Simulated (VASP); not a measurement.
# WS2 (R3m) in VASP: a series of runs

The runs below take WS2 through single point, with BLYP, PBEsol, r2SCAN.

Everything below comes from runs of VASP 6.6.1. Logs are shortened: lines on timing, memory, paths and dates and some standing lists are left out, and cuts for length are marked.

### 1 The cell of the first run

Symmetry: R3m, No. 160, trigonal system. Conventional cell: a = 3.158 Å, b = 3.158 Å, c = 18.490 Å, α = 90.00°, β = 90.00°, γ = 120.00°. W (site symmetry 3m) has 6 S at 2.39 to 2.42 Å and 6 W at 3.16 Å within 3.2 Å. Within 3.2 Å of S (site symmetry 3m) lie 3 W at 2.39 Å and 7 S at 3.13 to 3.16 Å. Within 3.2 Å of S (site symmetry 3m) lie 3 W at 2.42 Å and 7 S at 3.13 to 3.16 Å.

### 2 Single point, BLYP

Contents of INCAR:

```
AGGAC    = 1.0          
AGGAX    = 1.0          
ALDAC    = 0.0          
ALDAX    = 1.0          
ALGO     = Normal         # electronic algorithm
EDIFF    = 1E-6           # SCF threshold, eV
ENCUT    = 520            # plane-wave cutoff, eV
GGA      = B5             # functional
ISIF     = 2              # what is computed and relaxed
ISMEAR   = -1             # smearing method
LASPH    = T              # aspherical terms in the spheres
LCHARG   = F              # write CHGCAR
LREAL    = F              # projectors in reciprocal space
LWAVE    = F              # write WAVECAR
NBANDS   = 20             # bands
NELM     = 100            # most SCF steps
PREC     = Accurate       # precision mode
SIGMA    = 0.1            # smearing width, eV
```

Contents of KPOINTS:

```
k-points
0
Gamma
  12 12 12
```

Contents of POSCAR:

```
WS2
1.0
    1.5790000000      0.9116400000      6.1633300000
   -1.5790000000      0.9116400000      6.1633300000
    0.0000000000     -1.8232700000      6.1633300000
W S
1 2
Direct
    0.0000000000      0.0000000000      0.0000000000
    0.2497000000      0.2497000000      0.2497000000
    0.4190000000      0.4190000000      0.4190000000
```

Potentials or basis: VASP PAW PBE potentials, release 64 (W_sv, S).

Started as:

```
> cat potpaw_PBE.64/W_sv/POTCAR potpaw_PBE.64/S/POTCAR > POTCAR
> mpirun -np 1 vasp_std > vasp.out
```

OUTCAR:

```text
EDIFF = 1E-6
   ENCUT = 520
   GGA = B5
   ISIF = 2
   ISMEAR = -1
   LASPH = T
   LREAL = F
   NELM = 100
   PREC = Accurate

 ion  position               nearest neighbor table
   1  0.000  0.000  0.000-   2 2.39   2 2.39   2 2.39   3 2.42   3 2.42   3 2.42
   2  0.250  0.250  0.250-   1 2.39   1 2.39   1 2.39
   3  0.419  0.419  0.419-   1 2.42   1 2.42   1 2.42

  LATTYP: Found a trigonal (rhomboedric) cell.
 ALAT       =     6.4273606697
 COS(alpha) =     0.8792938452

  Lattice vectors:

 A1 = (   1.5790000000,   0.9116400000,   6.1633300000)
 A2 = (  -1.5790000000,   0.9116400000,   6.1633300000)
 A3 = (   0.0000000000,  -1.8232700000,   6.1633300000)

Analysis of symmetry for initial positions (statically):
=====================================================================
 Subroutine PRICEL returns:
 Original cell was already a primitive cell.

 Routine SETGRP: Setting up the symmetry group for a
 trigonal (rhombohedral) supercell.

 Subroutine GETGRP returns: Found  6 space group operations
 (whereof  6 operations were pure point group operations)
 out of a pool of 12 trial point group operations.

The static configuration has the point symmetry C_3v.

Analysis of symmetry for dynamics (positions and initial velocities):
=====================================================================
 Subroutine PRICEL returns:
 Original cell was already a primitive cell.

 Routine SETGRP: Setting up the symmetry group for a
 trigonal (rhombohedral) supercell.

 Subroutine GETGRP returns: Found  6 space group operations
 (whereof  6 operations were pure point group operations)
 out of a pool of 12 trial point group operations.

The dynamic configuration has the point symmetry C_3v.

 Subroutine INISYM returns: Found  6 space group operations
 (whereof  6 operations are pure point group operations),
 and found     1 'primitive' translations

----------------------------------------------------------------------------------------

                                     Primitive cell

  volume of cell :      53.2317

  direct lattice vectors                    reciprocal lattice vectors
     1.579000000  0.911640000  6.163330000     0.316656111  0.182821373  0.054083219
    -1.579000000  0.911640000  6.163330000    -0.316656111  0.182821373  0.054083219
     0.000000000 -1.823270000  6.163330000     0.000000000 -0.365642745  0.054083515

  length of vectors
     6.427360670  6.427360670  6.427359503     0.369621079  0.369621079  0.369620946

  position of ions in fractional coordinates (direct lattice)
     0.000000000  0.000000000  0.000000000
     0.249700000  0.249700000  0.249700000
     0.419000000  0.419000000  0.419000000

  ion indices of the primitive-cell ions
   primitive index   ion index
                 1           1
                 2           2
                 3           3

----------------------------------------------------------------------------------------

 KPOINTS: k-points

Automatic generation of k-mesh.
 Grid dimensions read from file:
 generate k-points for:   12   12   12

 Generating k-lattice:

  Cartesian coordinates                     Fractional coordinates (reciprocal lattice)
     0.026388009  0.015235114  0.004506935     0.083333333  0.000000000  0.000000000
    -0.026388009  0.015235114  0.004506935     0.000000000  0.083333333  0.000000000
     0.000000000 -0.030470229  0.004506960     0.000000000  0.000000000  0.083333333

  Length of vectors
     0.030801757  0.030801757  0.030801745

  Shift w.r.t. Gamma in fractional coordinates (k-lattice)
     0.000000000  0.000000000  0.000000000

 Subroutine IBZKPT returns following result:
 ===========================================

 Found    189 irreducible k-points:

 Following reciprocal coordinates:
            Coordinates               Weight
  0.000000  0.000000  0.000000      1.000000
  0.083333  0.000000  0.000000      6.000000
  0.166667  0.000000  0.000000      6.000000
  0.250000  0.000000  0.000000      6.000000
  0.333333  0.000000  0.000000      6.000000
  0.416667  0.000000  0.000000      6.000000
[... 16 lines left out ...]
  0.500000  0.166667  0.000000     12.000000
 -0.416667  0.166667 -0.000000     12.000000
 [... further k-points ...]
   k-points           NKPTS =    189   k-points in BZ     NKDIM =    189   number of bands    NBANDS=     20
   number of dos      NEDOS =    301   number of ions     NIONS =      3
   total plane-waves  NPLWV = 110592
   dimension x,y,z NGX =    48 NGY =   48 NGZ =   48
   dimension x,y,z NGXF=    96 NGYF=   96 NGZF=   96
   ions per type =               1   2
   NGX,Y,Z   is equivalent  to a cutoff of  12.42, 12.42, 12.42 a.u.
   NGXF,Y,Z  is equivalent  to a cutoff of  24.83, 24.83, 24.83 a.u.
 SYSTEM =  unknown system
   PREC   = accura    normal or accurate (medium, high low for compatibility)
   ISTART =      0    job   : 0-new  1-cont  2-samecut
   ICHARG =      2    charge: 1-file 2-atom 10-const
   ISPIN  =      1    spin polarized calculation?
   LNONCOLLINEAR =      F non collinear calculations
   LSORBIT =      F    spin-orbit coupling
   LASPH  =      T    aspherical Exc in radial PAW
   ENCUT  =  520.0 eV  38.22 Ry    6.18 a.u.  11.95 11.95 11.95*2*pi/ulx,y,z
   NELM   =    100;   NELMIN=  2; NELMDL= -5     # of ELM steps
   EDIFF  = 0.1E-05   stopping-criterion for ELM
   LREAL  =      F    real-space projection
   EDIFFG = 0.1E-04   stopping-criterion for IOM
   NSW    =      0    number of steps for IOM
   IBRION =     -1    ionic relax: 0-MD 1-quasi-New 2-CG
   NFREE  =      0    steps in history (QN), initial steepest desc. (CG)
   ISIF   =      2    stress and relaxation
   ISYM   =      2    0-nonsym 1-usesym 2-fastsym
   POTIM  = 0.5000    time-step for ionic-motion
   TEBEG  =    0.0;   TEEND  =   0.0 temperature during run
   PSTRESS=    0.0 pullay stress
   NELECT =      26.0000    total number of electrons
   NUPDOWN=      -1.0000    fix difference up-down
   EMIN   =  10.00;   EMAX   =-10.00  energy-range for DOS
   EFERMI =   0.00;   METHOD = LEGACY
   ISMEAR =    -1;   SIGMA  =   0.10  broadening in eV -4-tet -1-fermi 0-gaus
   EFERMI_NEDOS =   21; number of points for ismear=-14 and -15
   IALGO  =     38    algorithm
   IMIX   =      4    mixing-type and parameters
     AMIX     =   0.40;   BMIX     =  1.00
     AMIX_MAG =   1.60;   BMIX_MAG =  1.00
  volume/ion in A,a.u.               =      17.74       119.74
  Fermi-wavevector in a.u.,A,eV,Ry     =   1.289266  2.436359 22.615685  1.662206
  Thomas-Fermi vector in A             =   2.421169
   LORBIT       =      0    0 simple, 1 ext, 2 COOP (PROOUT), +10 PAW based schemes
   GGA     = B5    functional components
   LHFCALC =     F    Hartree Fock is set to
   AEXX    =    0.0000 exact exchange contribution
   IVDW    =     0    specifies the selected vdW correction
   LEPSILON=     F    determine dielectric tensor
   LRPA    =     F    only Hartree local field effects (RPA)
 non-spin polarized calculation
  energy-cutoff  :      520.00
  volume of cell :       53.23
 maximum number of plane-waves:      1450
   NGX = 23   NGY = 23   NGZ = 23

 number of electron      26.0000001 magnetization

 Free energy of the ion-electron system (eV)
  ---------------------------------------------------
  ext. energy  EPLUGINS =         0.00000000
  ---------------------------------------------------
  free energy    TOTEN  =       -20.73539396 eV

  energy without entropy =      -20.73525430  energy(sigma->0) =      -20.73532413

 E-fermi :   8.3380     XC(G=0): -10.3575

 val. band max:        7.9110507449   @ k =   0.5000   0.5000   0.5000
 cond. band min:       8.9555373886   @ k =  -0.1667   0.1667   0.0000
 fundamental gap:      1.0444866437
 Fermi energy:         8.3380356382

 k-point     1 :       0.0000    0.0000    0.0000
  band No.  band energies     occupation
      1     -66.3231      2.00000
      2     -30.8419      2.00000
      3     -30.6730      2.00000
      4     -30.6730      2.00000
      5      -7.6665      2.00000
      6      -5.7216      2.00000
[... 12 lines left out ...]
     19      15.9858      0.00000
     20      16.6084      0.00000

 k-point     2 :       0.0833    0.0000    0.0000
  band No.  band energies     occupation
      1     -66.3218      2.00000
      2     -30.8374      2.00000
      3     -30.6982      2.00000
      4     -30.6789      2.00000
      5      -7.5489      2.00000
      6      -5.6895      2.00000
[... 12 lines left out ...]
     19      16.4186      0.00000
     20      16.6707      0.00000

 k-point     3 :       0.1667    0.0000    0.0000
  band No.  band energies     occupation
      1     -66.3183      2.00000
      2     -30.8249      2.00000
      3     -30.7662      2.00000
      4     -30.6947      2.00000
      5      -7.2135      2.00000
      6      -5.5976      2.00000
[... 12 lines left out ...]
     19      16.5405      0.00000
     20      17.1729      0.00000

 k-point     4 :       0.2500    0.0000    0.0000
  band No.  band energies     occupation
      1     -66.3134      2.00000
      2     -30.8580      2.00000
      3     -30.8079      2.00000
      4     -30.7163      2.00000
      5      -6.7132      2.00000
      6      -5.4616      2.00000
[... 12 lines left out ...]
     19      16.3197      0.00000
     20      16.7729      0.00000

 k-point     5 :       0.3333    0.0000    0.0000
  band No.  band energies     occupation
      1     -66.3086      2.00000
      2     -30.9483      2.00000
      3     -30.7908      2.00000
      4     -30.7379      2.00000
      5      -6.1435      2.00000
      6      -5.3110      2.00000
[... 12 lines left out ...]
     19      15.4624      0.00000
     20      15.8823      0.00000
[... 353 lines left out ...]
      6      -5.4260      2.00000
[... 12 lines left out ...]
     19      16.3356      0.00000
     20      16.9101      0.00000

 k-point    22 :       0.4167    0.1667    0.0000
  band No.  band energies     occupation
      1     -66.3068      2.00000
      2     -30.9481      2.00000
      3     -30.7845      2.00000
      4     -30.7798      2.00000
      5      -5.8935      2.00000
      6      -5.2741      2.00000
[... 12 lines left out ...]
     19      16.0411      0.00000
     20      16.5810      0.00000

 k-point    23 :       0.5000    0.1667    0.0000
  band No.  band energies     occupation
      1     -66.3038      2.00000
      2     -30.9918      2.00000
      3     -30.8065      2.00000
      4     -30.7737      2.00000
      5      -5.4678      2.00000
      6      -5.1405      2.00000
[... 12 lines left out ...]
     19      16.0263      0.00000
     20      16.4501      0.00000

 k-point    24 :      -0.4167    0.1667   -0.0000
  band No.  band energies     occupation
      1     -66.3026      2.00000
      2     -31.0076      2.00000
      3     -30.8165      2.00000
      4     -30.7697      2.00000
      5      -5.3060      2.00000
      6      -5.0792      2.00000
[... 12 lines left out ...]
     19      16.2660      0.00000
     20      16.4116      0.00000

 [... further k-points ...]
[... 5 lines left out ...]
  --------------------------------------------------------------------------------------
  -------------------------------------------------------------------------------------
  Total        4.3876555      4.3876612      3.6842295      0.0000000      0.0000020      0.0000000
  in kB      132.0603735    132.0605449    110.8885408      0.0000000      0.0000600      0.0000000
  external PRESSURE =     125.0031531 kB  Pullay stress =       0.0000000 kB

 VOLUME and BASIS-vectors are now :
 -----------------------------------------------------------------------------
  energy-cutoff  :      520.00
  volume of cell :       53.23
      direct lattice vectors                 reciprocal lattice vectors
     1.579000000  0.911640000  6.163330000     0.316656111  0.182821373  0.054083219
    -1.579000000  0.911640000  6.163330000    -0.316656111  0.182821373  0.054083219
     0.000000000 -1.823270000  6.163330000     0.000000000 -0.365642745  0.054083515

 POSITION                                       TOTAL-FORCE (eV/Angst)
 -----------------------------------------------------------------------------------
      0.00000      0.00000      0.00000         0.000000      0.000000      0.612057
      0.00000      0.00000      4.61695         0.000000     -0.000001     -0.938548
      0.00000      0.00000      7.74731         0.000000      0.000000      0.326492
 -----------------------------------------------------------------------------------
    total drift:                               -0.000000      0.000018      0.000032

  FREE ENERGIE OF THE ION-ELECTRON SYSTEM (eV)
  ---------------------------------------------------
  free  energy   TOTEN  =       -20.7353939557 eV

  energy  without entropy=      -20.7352542987  energy(sigma->0) =      -20.73532413
```

Run time: 6.7 min. Hardware: 1 thread of Intel Xeon Platinum 8488C (Sapphire Rapids), shared host; peak memory 0.43 GiB.

Results:

| Property | Result |
| --- | --- |
| Free energy | -20.7354 eV |
| Pressure | 12.5 GPa |
| Largest force | 0.939 eV/Å |
| Band gap on the k mesh | 1.04 eV (least direct gap 1.91 eV) |

Forces in eV/Å, atoms in the order of the input:
```
W    0.000  0.000  0.612
S    0.000  0.000 -0.939
S    0.000  0.000  0.326
```

Caveat: the cell stands under pressure; the PAW data sets were made with another functional, which shifts forces and pressure a little; spin-orbit coupling is left out, which moves the levels of the heavy elements. A k mesh can miss the band edges.

### 3 Single point, PBEsol

Contents of INCAR:

```
SYSTEM = WS2
  PREC = Accurate
  ENCUT = 520
  EDIFF = 1E-6
  ISMEAR = -1
  SIGMA = 0.1
  LREAL = .FALSE.
  LASPH = .TRUE.
  NELM = 80
  ALGO = Normal
  ISIF = 2
  LWAVE = .FALSE.
  LCHARG = .TRUE.
  GGA = PS
  LELF = .TRUE.
  LVHAR = .TRUE.
  NBANDS = 20
```

Contents of KPOINTS:

```
regular mesh
0
G
  12 12 12
  0 0 0
```

POSCAR is that of step 2.

Potentials or basis: VASP PAW PBE potentials, release 64 (W_sv, S).

Started as:

```
> cat potpaw_PBE.64/W_sv/POTCAR potpaw_PBE.64/S/POTCAR > POTCAR
> mpirun -np 1 vasp_std > vasp.out
```

It took 5.4 min on 1 thread of Intel Xeon Platinum 8488C (Sapphire Rapids), shared host; peak memory 0.44 GiB.

The run converged. Its results:

- Free energy: -25.2633 eV
- Pressure: -0.5 GPa
- Largest force: 0.601 eV/Å
- Band gap on the k mesh: 0.99 eV (least direct gap 1.89 eV)

Forces on the atoms (eV/Å):
```
W    0.000  0.000  0.601
S    0.000  0.000 -0.252
S    0.000  0.000 -0.350
```

Stress tensor (GPa, compression positive):
```
-0.87  0.00  0.00
 0.00 -0.87  0.00
 0.00  0.00  0.21
```

Levels at points of the mesh, in eV from the valence-band top:
```
           k point  band 10  band 11  band 12  band 13  band 14  band 15  band 16  band 17
(0.00, 0.00, 0.00)    -2.28    -2.28    -1.57    -1.23     2.19     2.19     2.55     2.55
(0.50, 0.00, 0.00)    -4.16    -2.58    -1.80    -1.74     2.30     2.59     3.60     3.88
(0.50, 0.50, 0.00)    -4.08    -3.19    -2.00    -1.56     2.25     2.70     3.20     4.39
(0.50, 0.50, 0.50)    -3.56    -2.25    -2.25     0.00     2.31     2.31     2.39     2.39
```

Caveat: the PAW data sets were made with another functional, which shifts forces and pressure a little; spin-orbit coupling is left out, which moves the levels of the heavy elements.

### 4 Single point, r2SCAN

POSCAR is that of step 3.

Contents of INCAR.step1:

```
ALGO = Normal
EDIFF = 1E-4
ENCUT = 520
GGA = PE
ISMEAR = -1
LASPH = T
LCHARG = F
LREAL = F
LWAVE = T
NBANDS = 20
NELM = 60
PREC = Accurate
SIGMA = 0.1
```

Contents of INCAR.step2:

```
ALGO = Normal
EDIFF = 1E-7
ENCUT = 520
ISIF = 2
ISMEAR = -1
ISTART = 1
LASPH = T
LCHARG = F
LMIXTAU = T
LREAL = F
LWAVE = F
METAGGA = R2SCAN
NBANDS = 20
NELM = 60
PREC = Accurate
SIGMA = 0.1
```

Contents of KPOINTS:

```
k-points
0
Gamma
  12 12 12
```

Started as:

```
> cat potpaw_PBE.64/W_sv/POTCAR potpaw_PBE.64/S/POTCAR > POTCAR
> cp INCAR.step1 INCAR
> mpirun -np 1 vasp_std > vasp.out
> cp INCAR.step2 INCAR
> mpirun -np 1 vasp_std > vasp.out
```

Wall time 22 min (1 thread of Intel Xeon Platinum 8488C (Sapphire Rapids), shared host); peak memory 0.47 GiB.

The run converged. Its results:

```
Free energy            : -70.0464 eV
Pressure               : 2.8 GPa
Largest force          : 0.621 eV/Å
Band gap on the k mesh : 1.14 eV (least direct gap 2.03 eV)
```

Forces on the atoms (eV/Å):
```
W    0.000  0.000  0.621
S    0.000  0.000 -0.280
S    0.000  0.000 -0.341
```

Stress tensor (GPa, compression positive):
```
3.17 0.00 0.00
0.00 3.17 0.00
0.00 0.00 1.97
```

Levels at points of the mesh, in eV from the valence-band top:
| k point | band 9 | band 10 | band 11 | band 12 | band 13 | band 14 | band 15 | band 16 | band 17 | band 18 |
| --- | --- | --- | --- | --- | --- | --- | --- | --- | --- | --- |
| (0.00, 0.00, 0.00) | -3.73 | -2.44 | -2.44 | -1.71 | -1.24 | 2.33 | 2.33 | 2.67 | 2.67 | 5.24 |
| (0.50, 0.00, 0.00) | -5.55 | -4.38 | -2.76 | -1.98 | -1.81 | 2.44 | 2.75 | 3.94 | 4.07 | 4.75 |
| (0.50, 0.50, 0.00) | -5.24 | -4.30 | -3.38 | -2.19 | -1.64 | 2.39 | 2.88 | 3.51 | 4.58 | 5.37 |
| (0.50, 0.50, 0.50) | -3.74 | -3.74 | -2.41 | -2.41 | 0.00 | 2.44 | 2.44 | 2.51 | 2.51 | 5.43 |

Caveat: the PAW data sets were made with another functional, which shifts forces and pressure a little; spin-orbit coupling is left out, which moves the levels of the heavy elements. A k mesh can miss the band edges.

### 5 Overview

| level | gap on the mesh (eV) | pressure (GPa) | largest force (eV/Å) |
| --- | --- | --- | --- |
| BLYP | 1.04 | 12.5 | 0.94 |
| PBEsol | 0.99 | -0.5 | 0.60 |
| r2SCAN | 1.14 | 2.8 | 0.62 |

Alike in all rows: task single point; potentials or basis VASP PAW PBE potentials, release 64 (W_sv, S); no spin polarisation; cell as given; k mesh 12 × 12 × 12; cutoff (eV) 520; smearing fermi-dirac 0.1 eV.

On the cell as given the gap runs from 0.99 eV (PBEsol) to 1.14 eV (r2SCAN). The pressure there spans -0.5 GPa (PBEsol) to 12.5 GPa (BLYP); a positive pressure means that this level wants a larger cell, a negative one a smaller.

Caveats: the PAW data sets were made with another functional, which shifts forces and pressure a little; spin-orbit coupling is left out, which moves the levels of the heavy elements; the cell stands under pressure (at least some runs).

Absolute energies hang on the potentials; compare differences alone.
